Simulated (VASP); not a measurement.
# Si in VASP: a series of runs

Runs on Si. Level: PBE+D3(BJ). Tasks: single point.

All numbers are computed with VASP 6.6.1; they aren't measurements. Logs are shortened: lines on timing, memory, paths and dates and some standing lists are left out, and cuts for length are marked.

## 1. The cell of the first run

The cell holds a slab with vacuum, 4 atoms: a = 3.847 Å, b = 3.847 Å, c = 18.445 Å, α = 90.00°, β = 90.00°, γ = 120.00°.

## 2. Single point, PBE+D3(BJ)

INCAR

```
SYSTEM = Si
  PREC = Accurate
  ENCUT = 520
  EDIFF = 1E-7
  ISMEAR = 0
  SIGMA = 0.1
  LREAL = .FALSE.
  LASPH = .TRUE.
  NELM = 60
  ALGO = Normal
  ISIF = 2
  LWAVE = .FALSE.
  LCHARG = .FALSE.
  LDIPOL = .TRUE.
  IDIPOL = 3
  DIPOL = 0.5 0.5 0.372
  GGA = PE
  IVDW = 12
  NBANDS = 16
```

KPOINTS

```
regular mesh
0
G
  9 9 1
  0 0 0
```

POSCAR

```
Si
1.0
    3.8472023583      0.0000000000      0.0000000000
   -1.9236011791      3.3317749758      0.0000000000
    0.0000000000      0.0000000000     18.4446971457
Si
4
Direct
    0.3333333333      0.6666666667      0.2695814701
    0.6666666667      0.3333333333      0.2439725610
    0.4444444444      0.5555555556      0.4995851693
    0.7777777778      0.2222222222      0.4739762602
```

Potentials or basis: VASP PAW PBE potentials, release 64 (Si).

On the command line:

```sh
cat potpaw_PBE.64/Si/POTCAR > POTCAR
mpirun -np 1 vasp_std > vasp.out
```

OUTCAR:

```text
SYSTEM = Si
   PREC = Accurate
   ENCUT = 520
   EDIFF = 1E-7
   ISMEAR = 0
   LREAL = .FALSE.
   LASPH = .TRUE.
   NELM = 60
   ISIF = 2
   GGA = PE
   IVDW = 12
 IVDW          = 12

 ion  position               nearest neighbor table
   1  0.333  0.667  0.270-   2 2.27   2 2.27   2 2.27
   2  0.667  0.333  0.244-   1 2.27   1 2.27   1 2.27
   3  0.444  0.556  0.500-   4 2.27   4 2.27   4 2.27
   4  0.778  0.222  0.474-   3 2.27   3 2.27   3 2.27

  LATTYP: Found a hexagonal cell.
 ALAT       =     3.8472023583
 C/A-ratio  =     4.7943142647

  Lattice vectors:

 A1 = (   3.8472023583,   0.0000000000,   0.0000000000)
 A2 = (  -1.9236011791,   3.3317749758,   0.0000000000)
 A3 = (   0.0000000000,   0.0000000000,  18.4446971457)

Analysis of symmetry for initial positions (statically):
=====================================================================
 Subroutine PRICEL returns:
 Original cell was already a primitive cell.

 Routine SETGRP: Setting up the symmetry group for a
 hexagonal supercell.

 Subroutine GETGRP returns: Found  4 space group operations
 (whereof  2 operations were pure point group operations)
 out of a pool of 24 trial point group operations.

The static configuration has the point symmetry C_1h.
 The point group associated with its full space group is C_2h.

Analysis of symmetry for dynamics (positions and initial velocities):
=====================================================================
 Subroutine PRICEL returns:
 Original cell was already a primitive cell.

 Routine SETGRP: Setting up the symmetry group for a
 hexagonal supercell.

 Subroutine GETGRP returns: Found  4 space group operations
 (whereof  2 operations were pure point group operations)
 out of a pool of 24 trial point group operations.

The dynamic configuration has the point symmetry C_1h.
 The point group associated with its full space group is C_2h.

 Subroutine INISYM returns: Found  4 space group operations
 (whereof  2 operations are pure point group operations),
 and found     1 'primitive' translations

----------------------------------------------------------------------------------------

                                     Primitive cell

  volume of cell :     236.4244

  direct lattice vectors                    reciprocal lattice vectors
     3.847202358  0.000000000  0.000000000     0.259929140  0.150070159  0.000000000
    -1.923601179  3.331774976  0.000000000     0.000000000  0.300140318  0.000000000
     0.000000000  0.000000000 18.444697146     0.000000000  0.000000000  0.054216125

  length of vectors
     3.847202358  3.847202358 18.444697146     0.300140318  0.300140318  0.054216125

  position of ions in fractional coordinates (direct lattice)
     0.333333333  0.666666667  0.269581470
     0.666666667  0.333333333  0.243972561
     0.444444444  0.555555556  0.499585169
     0.777777778  0.222222222  0.473976260

  ion indices of the primitive-cell ions
   primitive index   ion index
                 1           1
                 2           2
                 3           3
                 4           4

----------------------------------------------------------------------------------------

 KPOINTS: regular mesh

Automatic generation of k-mesh.
 Grid dimensions read from file:
 generate k-points for:    9    9    1

 Generating k-lattice:

  Cartesian coordinates                     Fractional coordinates (reciprocal lattice)
     0.028881016  0.016674462  0.000000000     0.111111111 -0.000000000  0.000000000
     0.000000000  0.033348924  0.000000000     0.000000000  0.111111111  0.000000000
     0.000000000  0.000000000  0.054216125     0.000000000  0.000000000  1.000000000

  Length of vectors
     0.033348924  0.033348924  0.054216125

  Shift w.r.t. Gamma in fractional coordinates (k-lattice)
     0.000000000  0.000000000  0.000000000

 Subroutine IBZKPT returns following result:
 ===========================================

 Found     25 irreducible k-points:

 Following reciprocal coordinates:
            Coordinates               Weight
  0.000000  0.000000  0.000000      1.000000
  0.111111  0.000000  0.000000      4.000000
 -0.111111  0.111111  0.000000      2.000000
  0.222222 -0.000000  0.000000      4.000000
 -0.222222  0.222222  0.000000      2.000000
  0.333333 -0.000000  0.000000      4.000000
[... 16 lines left out ...]
 -0.222222 -0.444444  0.000000      4.000000
  0.444444  0.333333  0.000000      4.000000
   k-points           NKPTS =     25   k-points in BZ     NKDIM =     25   number of bands    NBANDS=     16
   number of dos      NEDOS =    301   number of ions     NIONS =      4
   total plane-waves  NPLWV = 126000
   dimension x,y,z NGX =    30 NGY =   30 NGZ =  140
   dimension x,y,z NGXF=    60 NGYF=   60 NGZF=  280
   ions per type =               4
   NGX,Y,Z   is equivalent  to a cutoff of  12.96, 12.96, 12.62 a.u.
   NGXF,Y,Z  is equivalent  to a cutoff of  25.93, 25.93, 25.24 a.u.
 SYSTEM =  Si
   PREC   = accura    normal or accurate (medium, high low for compatibility)
   ISTART =      0    job   : 0-new  1-cont  2-samecut
   ICHARG =      2    charge: 1-file 2-atom 10-const
   ISPIN  =      1    spin polarized calculation?
   LNONCOLLINEAR =      F non collinear calculations
   LSORBIT =      F    spin-orbit coupling
   LASPH  =      T    aspherical Exc in radial PAW
   ENCUT  =  520.0 eV  38.22 Ry    6.18 a.u.   7.15  7.15 34.29*2*pi/ulx,y,z
   NELM   =     60;   NELMIN=  2; NELMDL= -5     # of ELM steps
   EDIFF  = 0.1E-06   stopping-criterion for ELM
   LREAL  =      F    real-space projection
   EDIFFG = 0.1E-05   stopping-criterion for IOM
   NSW    =      0    number of steps for IOM
   IBRION =     -1    ionic relax: 0-MD 1-quasi-New 2-CG
   NFREE  =      0    steps in history (QN), initial steepest desc. (CG)
   ISIF   =      2    stress and relaxation
   ISYM   =      2    0-nonsym 1-usesym 2-fastsym
   POTIM  = 0.5000    time-step for ionic-motion
   TEBEG  =    0.0;   TEEND  =   0.0 temperature during run
   PSTRESS=    0.0 pullay stress
   NELECT =      16.0000    total number of electrons
   NUPDOWN=      -1.0000    fix difference up-down
   EMIN   =  10.00;   EMAX   =-10.00  energy-range for DOS
   EFERMI =   0.00;   METHOD = LEGACY
   ISMEAR =     0;   SIGMA  =   0.10  broadening in eV -4-tet -1-fermi 0-gaus
   EFERMI_NEDOS =   21; number of points for ismear=-14 and -15
   IALGO  =     38    algorithm
   IMIX   =      4    mixing-type and parameters
     AMIX     =   0.40;   BMIX     =  1.00
     AMIX_MAG =   1.60;   BMIX_MAG =  1.00
  volume/ion in A,a.u.               =      59.11       398.87
  Fermi-wavevector in a.u.,A,eV,Ry     =   0.667141  1.260713  6.055636  0.445077
  Thomas-Fermi vector in A             =   1.741657
   LORBIT       =      0    0 simple, 1 ext, 2 COOP (PROOUT), +10 PAW based schemes
   GGA     = PE    functional components
   LHFCALC =     F    Hartree Fock is set to
   AEXX    =    0.0000 exact exchange contribution
   IVDW    =    12    specifies the selected vdW correction
   LEPSILON=     F    determine dielectric tensor
   LRPA    =     F    only Hartree local field effects (RPA)
 non-spin polarized calculation
 Gauss-broadening in eV      SIGMA  =   0.10
  energy-cutoff  :      520.00
  volume of cell :      236.42
 maximum number of plane-waves:      6399
 NGX is ok and might be reduce to    30
   NGX = 15   NGY = 15   NGZ = 69

 dipolmoment           0.000000      0.000000      0.000012 electrons x Angstroem

 number of electron      16.0000001 magnetization

 dipolmoment           0.000000      0.000000     -0.000000 electrons x Angstroem

 Free energy of the ion-electron system (eV)
  ---------------------------------------------------
  ext. energy  EPLUGINS =         0.00000000
  ---------------------------------------------------
  free energy    TOTEN  =       -19.14358622 eV

  energy without entropy =      -19.14355216  energy(sigma->0) =      -19.14356919

 E-fermi :  -1.0968     XC(G=0):  -4.1917

 val. band max:       -1.3303827905   @ k =  -0.2222  -0.4444   0.0000
 cond. band min:      -0.8703063922   @ k =   0.4444   0.1111   0.0000
 fundamental gap:      0.4600763983
 Fermi energy:        -1.0967791207

 k-point     1 :       0.0000    0.0000    0.0000
  band No.  band energies     occupation
      1     -12.1937      2.00000
      2     -12.0520      2.00000
      3      -4.7410      2.00000
      4      -3.6925      2.00000
      5      -2.2350      2.00000
      6      -2.2113      2.00000
[... 8 lines left out ...]
     15       2.0600      0.00000
     16       2.5968      0.00000

 k-point     2 :       0.1111    0.0000    0.0000
  band No.  band energies     occupation
      1     -12.0478      2.00000
      2     -11.9067      2.00000
      3      -4.6231      2.00000
      4      -3.6898      2.00000
      5      -3.1592      2.00000
      6      -3.1068      2.00000
[... 8 lines left out ...]
     15       2.5844      0.00000
     16       2.6640      0.00000

 k-point     3 :      -0.1111    0.1111    0.0000
  band No.  band energies     occupation
      1     -12.0480      2.00000
      2     -11.9067      2.00000
      3      -4.6285      2.00000
      4      -3.6732      2.00000
      5      -3.1815      2.00000
      6      -3.0921      2.00000
[... 8 lines left out ...]
     15       2.5727      0.00000
     16       2.6606      0.00000
[... 362 lines left out ...]
 k-point    23 :      -0.2222   -0.4444    0.0000
  band No.  band energies     occupation
      1      -9.6924      2.00000
      2      -9.5678      2.00000
      3      -8.1406      2.00000
      4      -8.0207      2.00000
      5      -5.1223      2.00000
      6      -5.0197      2.00000
[... 8 lines left out ...]
     15       4.7375      0.00000
     16       5.0584      0.00000

 k-point    24 :       0.4444    0.3333    0.0000
  band No.  band energies     occupation
      1      -9.6945      2.00000
      2      -9.5686      2.00000
      3      -8.1283      2.00000
      4      -8.0287      2.00000
      5      -5.1301      2.00000
      6      -5.0123      2.00000
[... 8 lines left out ...]
     15       4.6963      0.00000
     16       5.0956      0.00000

 [... further k-points ...]

------------------------ aborting loop because EDIFF is reached ----------------------------------------

 vacuum level on the upper side and lower side of the slab       (xc-potential included)        -0.069        -0.069

 Edisp (eV)   -0.99852

 E8    (eV) :    -0.4250

  FORCE on cell =-STRESS in cart. coord.  units (eV):
  Direction    XX          YY          ZZ          XY          YZ          ZX
  --------------------------------------------------------------------------------------
  -------------------------------------------------------------------------------------
  Total      -0.21122    -0.24799    -0.50496    -0.03184    -0.09436     0.16344
  in kB      -1.43139    -1.68054    -3.42195    -0.21577    -0.63948     1.10761
  external pressure =       -2.18 kB  Pullay stress =        0.00 kB

 VOLUME and BASIS-vectors are now :
 -----------------------------------------------------------------------------
  energy-cutoff  :      520.00
  volume of cell :      236.42
      direct lattice vectors                 reciprocal lattice vectors
     3.847202358  0.000000000  0.000000000     0.259929140  0.150070159  0.000000000
    -1.923601179  3.331774976  0.000000000     0.000000000  0.300140318  0.000000000
     0.000000000  0.000000000 18.444697146     0.000000000  0.000000000  0.054216125

 POSITION                                       TOTAL-FORCE (eV/Angst)
 -----------------------------------------------------------------------------------
     -0.00000      2.22118      4.97235        -0.011948      0.006898      0.114161
      1.92360      1.11059      4.50000        -0.025138      0.014513      0.010955
      0.64120      1.85099      9.21470         0.025138     -0.014513     -0.010955
      2.56480      0.74039      8.74235         0.011948     -0.006898     -0.114161
 -----------------------------------------------------------------------------------
    total drift:                               -0.000000      0.000000      0.000001

  FREE ENERGIE OF THE ION-ELECTRON SYSTEM (eV)
  ---------------------------------------------------
  free  energy   TOTEN  =       -20.1421065023 eV

  energy  without entropy=      -20.1420724415  energy(sigma->0) =      -20.14208947

 vacuum level on the upper side and lower side of the slab         3.566         3.566
```

It took 96 s on 1 thread of Intel Xeon 6975P-C (Granite Rapids), shared host; peak memory 0.36 GiB.

Results:

```yaml
Free_energy: -20.1421 eV
Largest_force: 0.115 eV/Å
Band_gap_on_the_k_mesh: 0.46 eV, indirect (least direct gap 0.59 eV)
Dispersion_energy_per_atom: -0.250 eV
```

Forces in eV/Å, atoms in the order of the input:
```
Si  -0.012  0.007  0.114
Si  -0.025  0.015  0.011
Si   0.025 -0.015 -0.011
Si   0.012 -0.007 -0.114
```

## 3. Single point, PBE+D3(BJ)

INCAR

```
PREC = Accurate ; ENCUT = 520
EDIFF = 1E-6 ; ISMEAR = 0
SIGMA = 0.1 ; LREAL = F
LASPH = T ; NELM = 60
ALGO = Normal ; ISIF = 2
LWAVE = F ; LCHARG = T
LDIPOL = T ; IDIPOL = 3
DIPOL = 0.5 0.5 0.386 ; GGA = PE
IVDW = 12 ; LELF = T
LVHAR = T ; LVACPOTAV = T
NBANDS = 16
```

KPOINTS

```
Automatic mesh
0
Gamma
  9 9 1
```

POSCAR, as its differences from that of step 2:

```diff
@@ -10,3 +10,3 @@
     0.6666666667      0.3333333333      0.2439725610
-    0.4444444444      0.5555555556      0.4995851693
-    0.7777777778      0.2222222222      0.4739762602
+    0.4444444444      0.5555555556      0.5283197153
+    0.7777777778      0.2222222222      0.5027108062
```

Potentials or basis: VASP PAW PBE potentials, release 64 (Si).

On the command line:

```sh
cat potpaw_PBE.64/Si/POTCAR > POTCAR
mpirun -np 1 vasp_std > vasp.out
```

Run time: 85 s. Hardware: 1 thread of Intel Xeon 6975P-C (Granite Rapids), shared host; peak memory 0.37 GiB.

It converged, with:

* Free energy: -20.0696 eV
* Largest force: 0.093 eV/Å
* Band gap on the k mesh: 0.38 eV, direct
* Dispersion energy per atom: -0.231 eV

Forces on the atoms (eV/Å):
```
Si  -0.001  0.001  0.093
Si  -0.006  0.003  0.041
Si   0.006 -0.003 -0.041
Si   0.001 -0.001 -0.093
```

Levels at points of the mesh, in eV from the valence-band top:
```
           k point  band 4  band 5  band 6  band 7  band 8  band 9  band 10  band 11  band 12  band 13
(0.00, 0.00, 0.00)   -2.73   -1.00   -1.00   -0.99   -0.98    2.22     2.26     2.40     3.22     3.23
```

## 4. Single point, PBE+D3(BJ)

INCAR

```
SYSTEM = Si
  PREC = Accurate
  ENCUT = 520
  EDIFF = 1E-6
  ISMEAR = 0
  SIGMA = 0.1
  LREAL = .False.
  LASPH = .True.
  NELM = 80
  ALGO = Normal
  ISIF = 2
  LWAVE = .False.
  LCHARG = .False.
  LDIPOL = .True.
  IDIPOL = 3
  DIPOL = 0.5 0.5 0.413
  GGA = PE
  IVDW = 12
  NBANDS = 16
```

KPOINTS

```
regular mesh
0
Gamma
  9 9 1
  0 0 0
```

POSCAR, as its differences from that of step 3:

```diff
@@ -10,3 +10,3 @@
     0.6666666667      0.3333333333      0.2439725610
-    0.4444444444      0.5555555556      0.5283197153
-    0.7777777778      0.2222222222      0.5027108062
+    0.1111111111      0.8888888889      0.5825358400
+    0.4444444444      0.5555555556      0.5569269309
```

On the command line:

```sh
cat potpaw_PBE.64/Si/POTCAR > POTCAR
mpirun -np 1 vasp_std > vasp.out
```

It took 2.3 min on 1 thread of AMD EPYC 7R43 (Zen 3), shared host; peak memory 0.33 GiB.

The run converged. Its results:

| Quantity | Value |
| --- | --- |
| Free energy | -19.9744 eV |
| Largest force | 0.040 eV/Å |
| Band gap on the k mesh | 0.04 eV, direct |
| Dispersion energy per atom | -0.210 eV |

Forces in eV/Å, atoms in the order of the input:
```
Si   0.001 -0.001  0.040
Si   0.000  0.000  0.026
Si   0.000  0.000 -0.026
Si  -0.001  0.001 -0.040
```

Levels at points of the mesh, in eV from the valence-band top:
```csv
k point,band 6,band 7,band 8,band 9,band 10,band 11
"(0.00, 0.00, 0.00)",-1.17,-1.17,-1.17,2.07,2.08,2.23
```

## 5. Single point, PBE+D3(BJ)

INCAR

```
SYSTEM = Si
PREC     = Accurate       ! precision mode
ENCUT    = 520            ! plane-wave cutoff, eV
EDIFF    = 1E-6           ! SCF threshold, eV
ISMEAR   = 0              ! smearing method
SIGMA    = 0.1            ! smearing width, eV
LREAL    = .False.        ! projectors in reciprocal space
LASPH    = .True.         ! aspherical terms in the spheres
NELM     = 60             ! most SCF steps
ALGO     = Normal         ! electronic algorithm
ISIF     = 2              ! what is computed and relaxed
LWAVE    = .False.        ! write WAVECAR
LCHARG   = .False.        ! write CHGCAR
LDIPOL   = .True.       
IDIPOL   = 3            
DIPOL    = 0.5 0.5 0.372
GGA      = PE             ! functional
IVDW     = 12             ! dispersion correction
NBANDS   = 16             ! bands
```

KPOINTS

```
Automatic mesh
0
Gamma
  9 9 1
  0 0 0
```

POSCAR, as its differences from that of step 4:

```diff
@@ -10,3 +10,3 @@
     0.6666666667      0.3333333333      0.2439725610
-    0.1111111111      0.8888888889      0.5825358400
-    0.4444444444      0.5555555556      0.5569269309
+    0.5555555556      0.4444444444      0.4995851693
+    0.8888888889      0.1111111111      0.4739762602
```

On the command line:

```sh
cat potpaw_PBE.64/Si/POTCAR > POTCAR
mpirun -np 1 vasp_std > vasp.out
```

Run time: 2.6 min. Hardware: 1 thread of AMD EPYC 7R43 (Zen 3), shared host; peak memory 0.33 GiB.

Results (log left out):

```yaml
Free_energy: -20.1629 eV
Largest_force: 0.146 eV/Å
Band_gap_on_the_k_mesh: 0.53 eV, direct
Dispersion_energy_per_atom: -0.250 eV
```

Forces in eV/Å, atoms in the order of the input:
```
Si   0.005 -0.003  0.145
Si  -0.012  0.007  0.041
Si   0.012 -0.007 -0.041
Si  -0.005  0.003 -0.145
```

Levels at points of the mesh, in eV from the valence-band top:
```csv
k point,band 5,band 6,band 7,band 8,band 9,band 10,band 11,band 12
"(0.00, 0.00, 0.00)",-0.89,-0.89,-0.86,-0.86,2.35,2.38,2.56,3.32
```

## 6. Single point, PBE+D3(BJ)

INCAR

```
PREC = Accurate
ENCUT = 520
EDIFF = 1E-6
ISMEAR = 0
SIGMA = 0.1
LREAL = False
LASPH = True
NELM = 60
ALGO = Normal
ISIF = 2
LWAVE = False
LCHARG = False
LDIPOL = True
IDIPOL = 3
DIPOL = 0.5 0.5 0.386
GGA = PE
IVDW = 12
NBANDS = 16
```

KPOINTS

```
regular mesh
0
Gamma
  9 9 1
```

POSCAR, as its differences from that of step 5:

```diff
@@ -10,3 +10,3 @@
     0.6666666667      0.3333333333      0.2439725610
-    0.5555555556      0.4444444444      0.4995851693
-    0.8888888889      0.1111111111      0.4739762602
+    0.5555555556      0.4444444444      0.5283197153
+    0.8888888889      0.1111111111      0.5027108062
```

Potentials or basis: VASP PAW PBE potentials, release 64 (Si).

On the command line:

```sh
cat potpaw_PBE.64/Si/POTCAR > POTCAR
mpirun -np 1 vasp_std > vasp.out
```

Wall time 2.8 min (1 thread of AMD EPYC 7R43 (Zen 3), shared host); peak memory 0.34 GiB.

Results (log left out):

```yaml
Free_energy: -20.0722 eV
Largest_force: 0.100 eV/Å
Band_gap_on_the_k_mesh: 0.29 eV, direct
Dispersion_energy_per_atom: -0.231 eV
```

Forces on the atoms (eV/Å):
```
Si   0.006 -0.003  0.100
Si  -0.004  0.002  0.049
Si   0.004 -0.002 -0.049
Si  -0.006  0.003 -0.100
```

Levels at points of the mesh, in eV from the valence-band top:
```csv
k point,band 4,band 5,band 6,band 7,band 8,band 9,band 10,band 11,band 12,band 13
"(0.00, 0.00, 0.00)",-2.76,-1.03,-1.03,-1.02,-1.02,2.21,2.22,2.35,3.19,3.20
```
